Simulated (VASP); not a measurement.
# CO2 (P1) in VASP: single point with PBEsol

Aim: the single point of CO2 with PBEsol.

Program: VASP 6.6.1. These are calculated values, not measurements. Logs are shortened: lines on timing, memory, paths and dates and some standing lists are left out, and cuts for length are marked.

## 1. The cell of the first run

The typed cell holds 6 atoms: a = 3.540 Å, b = 3.568 Å, c = 6.647 Å, α = 89.44°, β = 90.23°, γ = 85.13°.

## 2. Single point, PBEsol

INCAR reads:

```
SYSTEM = CO2
PREC     = Accurate       ! precision mode
ENCUT    = 520            ! plane-wave cutoff, eV
EDIFF    = 1E-7           ! SCF threshold, eV
ISMEAR   = 0              ! smearing method
SIGMA    = 0.01           ! smearing width, eV
LREAL    = .False.        ! projectors in reciprocal space
LASPH    = .True.         ! aspherical terms in the spheres
NELM     = 60             ! most SCF steps
ALGO     = Normal         ! electronic algorithm
ISIF     = 2              ! what is computed and relaxed
LWAVE    = .False.        ! write WAVECAR
LCHARG   = .True.         ! write CHGCAR
GGA      = PS             ! functional
LELF     = .True.         ! ELF
LVHAR    = .True.       
NBANDS   = 25             ! bands
```

KPOINTS reads:

```
Automatic mesh
0
Gamma
  4 4 2
  0 0 0
```

POSCAR reads:

```
CO2
1.0
    2.6079700000     -2.3936100000     -0.0072100000
    2.6266100000      2.4142000000      0.0173200000
    0.0126300000      0.0338400000      6.6473100000
C O
2 4
Direct
    0.9993000000      0.0124400000      0.0003900000
    0.4801600000      0.4956100000      0.5022900000
    0.7869400000      0.1966000000      0.8846800000
    0.1996500000      0.7920900000      0.1084200000
    0.6895200000      0.3011900000      0.3902800000
    0.2943400000      0.7016600000      0.5955400000
```

Potentials or basis: VASP PAW PBE potentials, release 64 (C, O).

Command:

```bash
> cat potpaw_PBE.64/C/POTCAR potpaw_PBE.64/O/POTCAR > POTCAR
> mpirun -np 1 vasp_std > vasp.out
```

OUTCAR:

```text
SYSTEM = CO2
   PREC = Accurate
   ENCUT = 520
   EDIFF = 1E-7
   ISMEAR = 0
   LREAL = .False.
   LASPH = .True.
   NELM = 60
   ISIF = 2
   GGA = PS

 ion  position               nearest neighbor table
   1  0.999  0.012  0.000-   3 1.22   4 1.24
   2  0.480  0.496  0.502-   6 1.13   5 1.23
   3  0.787  0.197  0.885-   1 1.22
   4  0.200  0.792  0.108-   1 1.24
   5  0.690  0.301  0.390-   2 1.23
   6  0.294  0.702  0.596-   2 1.13

  LATTYP: Found a triclinic cell.
 ALAT       =     3.5675960694
 B/A-ratio  =     1.4672710015
 C/A-ratio  =     1.8632737576
 COS(alpha) =     0.0038513343
 COS(beta)  =     0.0096984791
 COS(gamma) =     0.7389049222

  Lattice vectors:

 A1 = (  -2.6266100000,  -2.4142000000,  -0.0173200000)
 A2 = (  -5.2345800000,  -0.0205900000,  -0.0101100000)
 A3 = (  -0.0126300000,  -0.0338400000,  -6.6473100000)

Analysis of symmetry for initial positions (statically):
=====================================================================
 Subroutine PRICEL returns:
 Original cell was already a primitive cell.

 Routine SETGRP: Setting up the symmetry group for a
 triclinic supercell.

 Subroutine GETGRP returns: Found  1 space group operations
 (whereof  1 operations were pure point group operations)
 out of a pool of  2 trial point group operations.

The static configuration has the point symmetry C_1 .

Analysis of symmetry for dynamics (positions and initial velocities):
=====================================================================
 Subroutine PRICEL returns:
 Original cell was already a primitive cell.

 Routine SETGRP: Setting up the symmetry group for a
 triclinic supercell.

 Subroutine GETGRP returns: Found  1 space group operations
 (whereof  1 operations were pure point group operations)
 out of a pool of  2 trial point group operations.

The dynamic configuration has the point symmetry C_1 .

 Subroutine INISYM returns: Found  1 space group operations
 (whereof  1 operations are pure point group operations),
 and found     1 'primitive' translations

----------------------------------------------------------------------------------------

                                     Primitive cell

  volume of cell :      83.6422

  direct lattice vectors                    reciprocal lattice vectors
     2.607970000 -2.393610000 -0.007210000     0.191857025 -0.208742305  0.000698130
     2.626610000  2.414200000  0.017320000     0.190224764  0.207264630 -0.001416569
     0.012630000  0.033840000  6.647310000    -0.000287545 -0.000766454  0.150441241

  length of vectors
     3.539905131  3.567596069  6.647408134     0.283518880  0.281329156  0.150443469

  position of ions in fractional coordinates (direct lattice)
     0.999300000  0.012440000  0.000390000
     0.480160000  0.495610000  0.502290000
     0.786940000  0.196600000  0.884680000
     0.199650000  0.792090000  0.108420000
     0.689520000  0.301190000  0.390280000
     0.294340000  0.701660000  0.595540000

  ion indices of the primitive-cell ions
   primitive index   ion index
                 1           1
                 2           2
                 3           3
                 4           4
                 5           5
                 6           6

----------------------------------------------------------------------------------------

 KPOINTS: Automatic mesh

Automatic generation of k-mesh.
 Grid dimensions read from file:
 generate k-points for:    4    4    2

 Generating k-lattice:

  Cartesian coordinates                     Fractional coordinates (reciprocal lattice)
     0.047964256 -0.052185576  0.000174532     0.250000000  0.000000000 -0.000000000
     0.047556191  0.051816157 -0.000354142     0.000000000  0.250000000  0.000000000
    -0.000143773 -0.000383227  0.075220621     0.000000000  0.000000000  0.500000000

  Length of vectors
     0.070879720  0.070332289  0.075221734

  Shift w.r.t. Gamma in fractional coordinates (k-lattice)
     0.000000000  0.000000000  0.000000000

 Subroutine IBZKPT returns following result:
 ===========================================

 Found     20 irreducible k-points:

 Following reciprocal coordinates:
            Coordinates               Weight
  0.000000  0.000000  0.000000      1.000000
  0.250000  0.000000  0.000000      2.000000
  0.500000  0.000000  0.000000      1.000000
 -0.000000  0.250000 -0.000000      2.000000
  0.250000  0.250000 -0.000000      2.000000
  0.500000  0.250000 -0.000000      2.000000
[... 12 lines left out ...]
  0.250000  0.500000  0.500000      2.000000
  0.500000  0.500000  0.500000      1.000000
   k-points           NKPTS =     20   k-points in BZ     NKDIM =     20   number of bands    NBANDS=     25
   number of dos      NEDOS =    301   number of ions     NIONS =      6
   total plane-waves  NPLWV =  39200
   dimension x,y,z NGX =    28 NGY =   28 NGZ =   50
   dimension x,y,z NGXF=    56 NGYF=   56 NGZF=  100
   ions per type =               2   4
   NGX,Y,Z   is equivalent  to a cutoff of  13.15, 13.05, 12.50 a.u.
   NGXF,Y,Z  is equivalent  to a cutoff of  26.30, 26.10, 25.01 a.u.
 SYSTEM =  CO2
   PREC   = accura    normal or accurate (medium, high low for compatibility)
   ISTART =      0    job   : 0-new  1-cont  2-samecut
   ICHARG =      2    charge: 1-file 2-atom 10-const
   ISPIN  =      1    spin polarized calculation?
   LNONCOLLINEAR =      F non collinear calculations
   LSORBIT =      F    spin-orbit coupling
   LASPH  =      T    aspherical Exc in radial PAW
   ENCUT  =  520.0 eV  38.22 Ry    6.18 a.u.   6.58  6.63 12.36*2*pi/ulx,y,z
   NELM   =     60;   NELMIN=  2; NELMDL= -5     # of ELM steps
   EDIFF  = 0.1E-06   stopping-criterion for ELM
   LREAL  =      F    real-space projection
   EDIFFG = 0.1E-05   stopping-criterion for IOM
   NSW    =      0    number of steps for IOM
   IBRION =     -1    ionic relax: 0-MD 1-quasi-New 2-CG
   NFREE  =      0    steps in history (QN), initial steepest desc. (CG)
   ISIF   =      2    stress and relaxation
   ISYM   =      2    0-nonsym 1-usesym 2-fastsym
   POTIM  = 0.5000    time-step for ionic-motion
   TEBEG  =    0.0;   TEEND  =   0.0 temperature during run
   PSTRESS=    0.0 pullay stress
   NELECT =      32.0000    total number of electrons
   NUPDOWN=      -1.0000    fix difference up-down
   EMIN   =  10.00;   EMAX   =-10.00  energy-range for DOS
   EFERMI =   0.00;   METHOD = LEGACY
   ISMEAR =     0;   SIGMA  =   0.01  broadening in eV -4-tet -1-fermi 0-gaus
   EFERMI_NEDOS =   21; number of points for ismear=-14 and -15
   IALGO  =     38    algorithm
   IMIX   =      4    mixing-type and parameters
     AMIX     =   0.40;   BMIX     =  1.00
     AMIX_MAG =   1.60;   BMIX_MAG =  1.00
  volume/ion in A,a.u.               =      13.94        94.07
  Fermi-wavevector in a.u.,A,eV,Ry     =   1.188456  2.245855 19.217231  1.412427
  Thomas-Fermi vector in A             =   2.324585
   LORBIT       =      0    0 simple, 1 ext, 2 COOP (PROOUT), +10 PAW based schemes
   GGA     = PS    functional components
   LHFCALC =     F    Hartree Fock is set to
   AEXX    =    0.0000 exact exchange contribution
   IVDW    =     0    specifies the selected vdW correction
   LEPSILON=     F    determine dielectric tensor
   LRPA    =     F    only Hartree local field effects (RPA)
 non-spin polarized calculation
 Gauss-broadening in eV      SIGMA  =   0.01
  energy-cutoff  :      520.00
  volume of cell :       83.64
 maximum number of plane-waves:      2266
 NGX is ok and might be reduce to    28
   NGX = 13   NGY = 13   NGZ = 25

 number of electron      32.0000003 magnetization

 Free energy of the ion-electron system (eV)
  ---------------------------------------------------
  ext. energy  EPLUGINS =         0.00000000
  ---------------------------------------------------
  free energy    TOTEN  =       -47.05665856 eV

  energy without entropy =      -47.05665856  energy(sigma->0) =      -47.05665856

 E-fermi :  -2.8667     XC(G=0):  -8.3619

 val. band max:       -2.9913590531   @ k =   0.5000   0.5000  -0.0000
 cond. band min:       2.5651278145   @ k =   0.0000   0.0000   0.0000
 fundamental gap:      5.5564868676
 Fermi energy:        -2.8667251618

 k-point     1 :       0.0000    0.0000    0.0000
  band No.  band energies     occupation
      1     -24.1533      2.00000
      2     -23.1860      2.00000
      3     -22.0127      2.00000
      4     -21.9191      2.00000
      5      -8.5915      2.00000
      6      -8.3558      2.00000
[... 17 lines left out ...]
     24      11.9305      0.00000
     25      12.7912      0.00000

 k-point     2 :       0.2500    0.0000    0.0000
  band No.  band energies     occupation
      1     -24.1100      2.00000
      2     -23.1180      2.00000
      3     -22.0194      2.00000
      4     -21.9527      2.00000
      5      -8.7660      2.00000
      6      -8.4299      2.00000
[... 17 lines left out ...]
     24      11.4028      0.00000
     25      11.5657      0.00000

 k-point     3 :       0.5000    0.0000    0.0000
  band No.  band energies     occupation
      1     -24.0655      2.00000
      2     -23.0431      2.00000
      3     -22.0375      2.00000
      4     -21.9826      2.00000
      5      -8.8554      2.00000
      6      -8.5042      2.00000
[... 440 lines left out ...]
 k-point    19 :       0.2500    0.5000    0.5000
  band No.  band energies     occupation
      1     -24.0352      2.00000
      2     -23.0036      2.00000
      3     -22.0366      2.00000
      4     -21.9854      2.00000
      5      -8.8834      2.00000
      6      -8.6120      2.00000
[... 17 lines left out ...]
     24      10.1529      0.00000
     25      11.0802      0.00000

 k-point    20 :       0.5000    0.5000    0.5000
  band No.  band energies     occupation
      1     -24.0038      2.00000
      2     -22.9468      2.00000
      3     -22.0516      2.00000
      4     -21.9764      2.00000
      5      -9.0235      2.00000
      6      -8.7227      2.00000
[... 17 lines left out ...]
     24      10.5148      0.00000
     25      10.6339      0.00000

------------------------ aborting loop because EDIFF is reached ----------------------------------------

  FORCE on cell =-STRESS in cart. coord.  units (eV):
  Direction    XX          YY          ZZ          XY          YZ          ZX
  --------------------------------------------------------------------------------------
  -------------------------------------------------------------------------------------
  Total        0.5301875     -7.1650865     -4.3488280      0.2757518      4.9778351      0.1519306
  in kB       10.1558082   -137.2481225    -83.3023403      5.2820605     95.3510495      2.9102504
  external PRESSURE =     -70.1315515 kB  Pullay stress =       0.0000000 kB

 VOLUME and BASIS-vectors are now :
 -----------------------------------------------------------------------------
  energy-cutoff  :      520.00
  volume of cell :       83.64
      direct lattice vectors                 reciprocal lattice vectors
     2.607970000 -2.393610000 -0.007210000     0.191857025 -0.208742305  0.000698130
     2.626610000  2.414200000  0.017320000     0.190224764  0.207264630 -0.001416569
     0.012630000  0.033840000  6.647310000    -0.000287545 -0.000766454  0.150441241

 POSITION                                       TOTAL-FORCE (eV/Angst)
 -----------------------------------------------------------------------------------
      2.63882     -2.36189     -0.00440        -1.079655     -1.130192      0.110949
      2.56036      0.06418      3.34400         0.469693     -6.269805     -5.188272
      2.57988     -1.37906      5.87847         0.563644     -3.177083      2.755982
      2.60256      1.43805      0.73298         0.506614      4.335015     -2.869549
      2.59429     -0.91010      2.59456        -0.364205      3.180330      2.770717
      2.61814      1.00957      3.96877        -0.096091      3.061736      2.420173
 -----------------------------------------------------------------------------------
    total drift:                               -0.000499     -0.000139     -0.000428

  FREE ENERGIE OF THE ION-ELECTRON SYSTEM (eV)
  ---------------------------------------------------
  free  energy   TOTEN  =       -47.0566585642 eV

  energy  without entropy=      -47.0566585642  energy(sigma->0) =      -47.05665856
```

Run time: 18 s. Hardware: 1 thread of Intel Xeon Platinum 8481C at 2.70GHz (Sapphire Rapids), shared host; peak memory 0.18 GiB.

Results:

| Item | Value |
| --- | --- |
| Free energy | -47.0567 eV |
| Pressure | -7.0 GPa |
| Largest force | 8.152 eV/Å |
| Band gap on the k mesh | 5.56 eV, indirect (least direct gap 6.15 eV) |

Forces in eV/Å, atoms in the order of the input:
```
C   -1.080 -1.130  0.111
C    0.470 -6.270 -5.188
O    0.564 -3.177  2.756
O    0.507  4.335 -2.870
O   -0.364  3.180  2.771
O   -0.096  3.062  2.420
```

Stress tensor (GPa, compression positive):
```
  1.02   0.53   0.29
  0.53 -13.72   9.54
  0.29   9.54  -8.33
```

Levels at points of the mesh, in eV from the valence-band top:
| k point | band 12 | band 13 | band 14 | band 15 | band 16 | band 17 | band 18 | band 19 | band 20 | band 21 |
| --- | --- | --- | --- | --- | --- | --- | --- | --- | --- | --- |
| (0.00, 0.00, 0.00) | -3.08 | -1.01 | -0.95 | -0.64 | -0.60 | 5.56 | 6.45 | 6.92 | 7.07 | 8.00 |
| (0.50, 0.00, 0.00) | -3.28 | -0.76 | -0.68 | -0.37 | -0.24 | 6.19 | 7.08 | 7.43 | 8.21 | 9.06 |
| (0.00, 0.50, 0.00) | -3.26 | -0.80 | -0.65 | -0.39 | -0.20 | 6.42 | 7.02 | 7.33 | 8.06 | 9.06 |
| (0.50, 0.50, 0.00) | -3.48 | -1.02 | -0.65 | -0.38 | 0.00 | 6.85 | 7.58 | 8.26 | 8.54 | 9.42 |
| (0.00, 0.00, 0.50) | -3.09 | -0.89 | -0.84 | -0.77 | -0.68 | 5.93 | 6.71 | 6.87 | 7.36 | 7.59 |
| (0.50, 0.00, 0.50) | -3.26 | -0.82 | -0.78 | -0.30 | -0.22 | 6.28 | 7.08 | 7.47 | 8.29 | 8.88 |
| (0.00, 0.50, 0.50) | -3.23 | -0.85 | -0.76 | -0.29 | -0.22 | 6.47 | 7.17 | 7.34 | 8.03 | 8.89 |
| (0.50, 0.50, 0.50) | -3.73 | -0.77 | -0.66 | -0.41 | -0.20 | 7.14 | 7.60 | 7.93 | 8.53 | 9.89 |

Caveat: the k points lie up to 0.47 Å⁻¹ apart; the PAW data sets were made with another functional, which shifts forces and pressure a little. Expect the measured gap to be larger: semilocal functionals such as PBEsol lack the derivative discontinuity.
